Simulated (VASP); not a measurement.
# AlRu (P4/mmm) in VASP: a series of runs

The runs below take AlRu through single point, with PBEsol.

Everything below comes from runs of VASP 6.6.1. Logs are shortened: lines on timing, memory, paths and dates and some standing lists are left out, and cuts for length are marked.

**1. The cell of the first run**

The structure is tetragonal, space group P4/mmm (No. 123). The conventional cell has a = 2.801 Å, b = 2.801 Å, c = 3.361 Å, α = 90.00°, β = 90.00°, γ = 90.00°. Within 3.4 Å of Al (site symmetry 4/mmm) lie 8 Ru at 2.60 Å and 6 Al at 2.80 to 3.36 Å. Within 3.4 Å of Ru (site symmetry 4/mmm) lie 8 Al at 2.60 Å and 6 Ru at 2.80 to 3.36 Å.

**2. Single point, PBEsol**

Contents of INCAR:

```
SYSTEM = AlRu
PREC = Accurate
ENCUT = 520
EDIFF = 1E-6
ISMEAR = 0
SIGMA = 0.15
LREAL = .FALSE.
LASPH = .TRUE.
NELM = 100
ALGO = Fast
ISIF = 2
LWAVE = .FALSE.
LCHARG = .FALSE.
GGA = PS
NBANDS = 16
```

Contents of KPOINTS:

```
regular mesh
0
G
  22 22 22
  0 0 0
```

Contents of POSCAR:

```
AlRu
1.0
    2.8009069979      0.0000000000      0.0000000000
    0.0000000000      2.8009069979      0.0000000000
    0.0000000000      0.0000000000      3.3610883975
Al Ru
1 1
Direct
    0.0000000000      0.0000000000      0.0000000000
    0.5000000000      0.5000000000      0.5000000000
```

Potentials or basis: VASP PAW PBE potentials, release 64 (Al, Ru_pv).

Run with:

```bash
$ cat potpaw_PBE.64/Al/POTCAR potpaw_PBE.64/Ru_pv/POTCAR > POTCAR
$ mpirun -np 1 vasp_std > vasp.out
```

OUTCAR:

```text
SYSTEM = AlRu
   PREC = Accurate
   ENCUT = 520
   EDIFF = 1E-6
   ISMEAR = 0
   LREAL = .FALSE.
   LASPH = .TRUE.
   NELM = 100
   ISIF = 2
   GGA = PS

 ion  position               nearest neighbor table
   1  0.000  0.000  0.000-   2 2.60   2 2.60   2 2.60   2 2.60   2 2.60   2 2.60   2 2.60   2 2.60

   2  0.500  0.500  0.500-   1 2.60   1 2.60   1 2.60   1 2.60   1 2.60   1 2.60   1 2.60   1 2.60

  LATTYP: Found a simple tetragonal cell.
 ALAT       =     2.8009069979
 C/A-ratio  =     1.2000000000

  Lattice vectors:

 A1 = (   2.8009069979,   0.0000000000,   0.0000000000)
 A2 = (   0.0000000000,   2.8009069979,   0.0000000000)
 A3 = (   0.0000000000,   0.0000000000,   3.3610883975)

Analysis of symmetry for initial positions (statically):
=====================================================================
 Subroutine PRICEL returns:
 Original cell was already a primitive cell.

 Routine SETGRP: Setting up the symmetry group for a
 simple tetragonal supercell.

 Subroutine GETGRP returns: Found 16 space group operations
 (whereof 16 operations were pure point group operations)
 out of a pool of 16 trial point group operations.

The static configuration has the point symmetry D_4h.

Analysis of symmetry for dynamics (positions and initial velocities):
=====================================================================
 Subroutine PRICEL returns:
 Original cell was already a primitive cell.

 Routine SETGRP: Setting up the symmetry group for a
 simple tetragonal supercell.

 Subroutine GETGRP returns: Found 16 space group operations
 (whereof 16 operations were pure point group operations)
 out of a pool of 16 trial point group operations.

The dynamic configuration has the point symmetry D_4h.

 Subroutine INISYM returns: Found 16 space group operations
 (whereof 16 operations are pure point group operations),
 and found     1 'primitive' translations

----------------------------------------------------------------------------------------

                                     Primitive cell

  volume of cell :      26.3680

  direct lattice vectors                    reciprocal lattice vectors
     2.800906998  0.000000000  0.000000000     0.357027206  0.000000000  0.000000000
     0.000000000  2.800906998  0.000000000     0.000000000  0.357027206  0.000000000
     0.000000000  0.000000000  3.361088398     0.000000000  0.000000000  0.297522672

  length of vectors
     2.800906998  2.800906998  3.361088398     0.357027206  0.357027206  0.297522672

  position of ions in fractional coordinates (direct lattice)
     0.000000000  0.000000000  0.000000000
     0.500000000  0.500000000  0.500000000

  ion indices of the primitive-cell ions
   primitive index   ion index
                 1           1
                 2           2

----------------------------------------------------------------------------------------

 KPOINTS: regular mesh

Automatic generation of k-mesh.
 Grid dimensions read from file:
 generate k-points for:   22   22   22

 Generating k-lattice:

  Cartesian coordinates                     Fractional coordinates (reciprocal lattice)
     0.016228509  0.000000000  0.000000000     0.045454545  0.000000000  0.000000000
     0.000000000  0.016228509  0.000000000     0.000000000  0.045454545  0.000000000
     0.000000000  0.000000000  0.013523758     0.000000000  0.000000000  0.045454545

  Length of vectors
     0.016228509  0.016228509  0.013523758

  Shift w.r.t. Gamma in fractional coordinates (k-lattice)
     0.000000000  0.000000000  0.000000000

 Subroutine IBZKPT returns following result:
 ===========================================

 Found    936 irreducible k-points:

 Following reciprocal coordinates:
            Coordinates               Weight
  0.000000  0.000000  0.000000      1.000000
  0.045455  0.000000  0.000000      4.000000
  0.090909  0.000000  0.000000      4.000000
  0.136364  0.000000  0.000000      4.000000
  0.181818  0.000000  0.000000      4.000000
  0.227273  0.000000  0.000000      4.000000
[... 16 lines left out ...]
  0.500000  0.045455  0.000000      4.000000
  0.090909  0.090909  0.000000      4.000000
 [... further k-points ...]
   k-points           NKPTS =    936   k-points in BZ     NKDIM =    936   number of bands    NBANDS=     16
   number of dos      NEDOS =    301   number of ions     NIONS =      2
   total plane-waves  NPLWV =  16128
   dimension x,y,z NGX =    24 NGY =   24 NGZ =   28
   dimension x,y,z NGXF=    48 NGYF=   48 NGZF=   56
   ions per type =               1   1
   NGX,Y,Z   is equivalent  to a cutoff of  14.25, 14.25, 13.85 a.u.
   NGXF,Y,Z  is equivalent  to a cutoff of  28.49, 28.49, 27.70 a.u.
 SYSTEM =  AlRu
   PREC   = accura    normal or accurate (medium, high low for compatibility)
   ISTART =      0    job   : 0-new  1-cont  2-samecut
   ICHARG =      2    charge: 1-file 2-atom 10-const
   ISPIN  =      1    spin polarized calculation?
   LNONCOLLINEAR =      F non collinear calculations
   LSORBIT =      F    spin-orbit coupling
   LASPH  =      T    aspherical Exc in radial PAW
   ENCUT  =  520.0 eV  38.22 Ry    6.18 a.u.   5.21  5.21  6.25*2*pi/ulx,y,z
   NELM   =    100;   NELMIN=  2; NELMDL= -5     # of ELM steps
   EDIFF  = 0.1E-05   stopping-criterion for ELM
   LREAL  =      F    real-space projection
   EDIFFG = 0.1E-04   stopping-criterion for IOM
   NSW    =      0    number of steps for IOM
   IBRION =     -1    ionic relax: 0-MD 1-quasi-New 2-CG
   NFREE  =      0    steps in history (QN), initial steepest desc. (CG)
   ISIF   =      2    stress and relaxation
   ISYM   =      2    0-nonsym 1-usesym 2-fastsym
   POTIM  = 0.5000    time-step for ionic-motion
   TEBEG  =    0.0;   TEEND  =   0.0 temperature during run
   PSTRESS=    0.0 pullay stress
   NELECT =      17.0000    total number of electrons
   NUPDOWN=      -1.0000    fix difference up-down
   EMIN   =  10.00;   EMAX   =-10.00  energy-range for DOS
   EFERMI =   0.00;   METHOD = LEGACY
   ISMEAR =     0;   SIGMA  =   0.15  broadening in eV -4-tet -1-fermi 0-gaus
   EFERMI_NEDOS =   21; number of points for ismear=-14 and -15
   IALGO  =     68    algorithm
   IMIX   =      4    mixing-type and parameters
     AMIX     =   0.40;   BMIX     =  1.00
     AMIX_MAG =   1.60;   BMIX_MAG =  1.00
  volume/ion in A,a.u.               =      13.18        88.97
  Fermi-wavevector in a.u.,A,eV,Ry     =   1.414269  2.672581 27.213787  2.000157
  Thomas-Fermi vector in A             =   2.535829
   LORBIT       =      0    0 simple, 1 ext, 2 COOP (PROOUT), +10 PAW based schemes
   GGA     = PS    functional components
   LHFCALC =     F    Hartree Fock is set to
   AEXX    =    0.0000 exact exchange contribution
   IVDW    =     0    specifies the selected vdW correction
   LEPSILON=     F    determine dielectric tensor
   LRPA    =     F    only Hartree local field effects (RPA)
 non-spin polarized calculation
 RMM-DIIS sequential band-by-band and
 Gauss-broadening in eV      SIGMA  =   0.15
  energy-cutoff  :      520.00
  volume of cell :       26.37
 maximum number of plane-waves:       732
 NGX is ok and might be reduce to    24

 number of electron      17.0000001 magnetization

 Free energy of the ion-electron system (eV)
  ---------------------------------------------------
  ext. energy  EPLUGINS =         0.00000000
  ---------------------------------------------------
  free energy    TOTEN  =       -15.23391891 eV

  energy without entropy =      -15.21692796  energy(sigma->0) =      -15.22542343

 E-fermi :  11.0206     XC(G=0): -12.7628

 val. band max:       11.0202360118   @ k =   0.3636   0.3636   0.3182
 cond. band min:      11.0217632449   @ k =   0.2273   0.0000   0.4545
 fundamental gap:      0.0015272331
 Fermi energy:        11.0205636001

 k-point     1 :       0.0000    0.0000    0.0000
  band No.  band energies     occupation
      1     -30.9708      2.00000
      2     -30.7474      2.00000
      3     -30.7474      2.00000
      4       0.9959      2.00000
      5       6.9856      2.00000
      6       7.1679      2.00000
[... 8 lines left out ...]
     15      22.8529      0.00000
     16      27.0997      0.00000

 k-point     2 :       0.0455    0.0000    0.0000
  band No.  band energies     occupation
      1     -30.9700      2.00000
      2     -30.7556      2.00000
      3     -30.7467      2.00000
      4       1.0404      2.00000
      5       7.0123      2.00000
      6       7.1929      2.00000
[... 8 lines left out ...]
     15      22.8530      0.00000
     16      27.2594      0.00000

 k-point     3 :       0.0909    0.0000    0.0000
  band No.  band energies     occupation
      1     -30.9675      2.00000
      2     -30.7795      2.00000
      3     -30.7447      2.00000
      4       1.1731      2.00000
      5       7.0853      2.00000
      6       7.2688      2.00000
[... 8 lines left out ...]
     15      22.8542      0.00000
     16      27.7485      0.00000

 k-point     4 :       0.1364    0.0000    0.0000
  band No.  band energies     occupation
      1     -30.9637      2.00000
      2     -30.8171      2.00000
      3     -30.7415      2.00000
      4       1.3910      2.00000
      5       7.1881      2.00000
      6       7.3929      2.00000
[... 8 lines left out ...]
     15      22.8677      0.00000
     16      27.9206      0.00000
[... 324 lines left out ...]
 k-point    22 :       0.4545    0.0455    0.0000
  band No.  band energies     occupation
      1     -31.1342      2.00000
      2     -30.9297      2.00000
      3     -30.7215      2.00000
      4       4.7363      2.00000
      5       6.2810      2.00000
      6       7.9182      2.00000
[... 8 lines left out ...]
     15      22.8939      0.00000
     16      24.7527      0.00000

 k-point    23 :       0.5000    0.0455    0.0000
  band No.  band energies     occupation
      1     -31.1420      2.00000
      2     -30.9289      2.00000
      3     -30.7208      2.00000
      4       5.0778      2.00000
      5       5.9532      2.00000
      6       7.8803      2.00000
[... 8 lines left out ...]
     15      23.2075      0.00000
     16      24.4350      0.00000

 k-point    24 :       0.0909    0.0909    0.0000
  band No.  band energies     occupation
      1     -30.9643      2.00000
      2     -30.7781      2.00000
      3     -30.7753      2.00000
      4       1.3484      2.00000
      5       7.1937      2.00000
      6       7.3631      2.00000
[... 8 lines left out ...]
     15      23.2353      0.00000
     16      28.1324      0.00000

 [... further k-points ...]

------------------------ aborting loop because EDIFF is reached ----------------------------------------

  FORCE on cell =-STRESS in cart. coord.  units (eV):
  Direction    XX          YY          ZZ          XY          YZ          ZX
  --------------------------------------------------------------------------------------
  -------------------------------------------------------------------------------------
  Total        2.0307992      2.0307992     -2.4311469      0.0000000      0.0000000      0.0000000
  in kB      123.3957643    123.3957643   -147.7217590      0.0000000      0.0000000      0.0000000
  external PRESSURE =      33.0232565 kB  Pullay stress =       0.0000000 kB

 VOLUME and BASIS-vectors are now :
 -----------------------------------------------------------------------------
  energy-cutoff  :      520.00
  volume of cell :       26.37
      direct lattice vectors                 reciprocal lattice vectors
     2.800906998  0.000000000  0.000000000     0.357027206  0.000000000  0.000000000
     0.000000000  2.800906998  0.000000000     0.000000000  0.357027206  0.000000000
     0.000000000  0.000000000  3.361088398     0.000000000  0.000000000  0.297522672

 POSITION                                       TOTAL-FORCE (eV/Angst)
 -----------------------------------------------------------------------------------
      0.00000      0.00000      0.00000         0.000000      0.000000      0.000000
      1.40045      1.40045      1.68054         0.000000      0.000000      0.000000
 -----------------------------------------------------------------------------------
    total drift:                                0.000000     -0.000000     -0.000000

  FREE ENERGIE OF THE ION-ELECTRON SYSTEM (eV)
  ---------------------------------------------------
  free  energy   TOTEN  =       -15.2339189050 eV

  energy  without entropy=      -15.2169279559  energy(sigma->0) =      -15.22542343
```

It took 2.7 min on 1 thread of Intel Xeon Platinum 8488C (Sapphire Rapids), shared host; peak memory 0.47 GiB.

Results:

```
Free energy : -15.2339 eV
Pressure    : 3.3 GPa
```

Stress tensor (GPa, compression positive):
```
 12.34   0.00   0.00
  0.00  12.34   0.00
  0.00   0.00 -14.77
```

Caveat: the PAW data sets were made with another functional, which shifts forces and pressure a little.

**3. Single point, PBEsol**

This run uses another cell than the first one, of the same volume but with other edges.

Contents of INCAR:

```
PREC = Accurate ; ENCUT = 520
EDIFF = 1E-7 ; ISMEAR = 0
SIGMA = 0.15 ; LREAL = F
LASPH = T ; NELM = 60
ALGO = Fast ; ISIF = 2
LWAVE = F ; LCHARG = F
GGA = PS ; NBANDS = 16
```

Contents of KPOINTS:

```
Automatic mesh
0
Gamma
  22 22 22
```

Contents of POSCAR:

```
AlRu
1.0
    3.2334109377      0.0000000000      0.0000000000
    0.0000000000      3.2334109377      0.0000000000
    0.0000000000      0.0000000000      2.5220605314
Al Ru
1 1
Direct
    0.0000000000      0.0000000000      0.0000000000
    0.5000000000      0.5000000000      0.5000000000
```

Potentials or basis: VASP PAW PBE potentials, release 64 (Al, Ru_pv).

Run with:

```bash
$ cat potpaw_PBE.64/Al/POTCAR potpaw_PBE.64/Ru_pv/POTCAR > POTCAR
$ mpirun -np 1 vasp_std > vasp.out
```

It took 2.7 min on 1 thread of Intel Xeon Platinum 8488C (Sapphire Rapids), shared host; peak memory 0.46 GiB.

It converged, with:

```
Free energy : -14.7602 eV
Pressure    : 10.1 GPa
```

Stress tensor (GPa, compression positive):
```
-10.20   0.00   0.00
  0.00 -10.20   0.00
  0.00   0.00  50.59
```

Levels at points of the mesh, in eV from the Fermi level:
| k point | band 7 | band 8 | band 9 | band 10 | band 11 | band 12 |
| --- | --- | --- | --- | --- | --- | --- |
| (0.00, 0.00, 0.00) | -1.51 | 0.60 | 0.60 | 3.06 | 3.06 | 8.11 |
| (0.50, 0.00, 0.00) | -3.22 | -0.06 | 0.32 | 0.71 | 6.01 | 8.27 |
| (0.50, 0.50, 0.00) | -2.93 | -0.06 | 0.06 | 0.06 | 2.31 | 4.13 |
| (0.00, 0.00, 0.50) | -3.43 | -2.63 | -0.65 | 4.37 | 7.07 | 8.57 |
| (0.50, 0.00, 0.50) | -2.26 | -1.93 | -0.35 | 0.94 | 5.84 | 7.12 |
| (0.50, 0.50, 0.50) | 0.39 | 1.79 | 2.39 | 3.25 | 3.25 | 4.99 |

Caveat: the PAW data sets were made with another functional, which shifts forces and pressure a little.
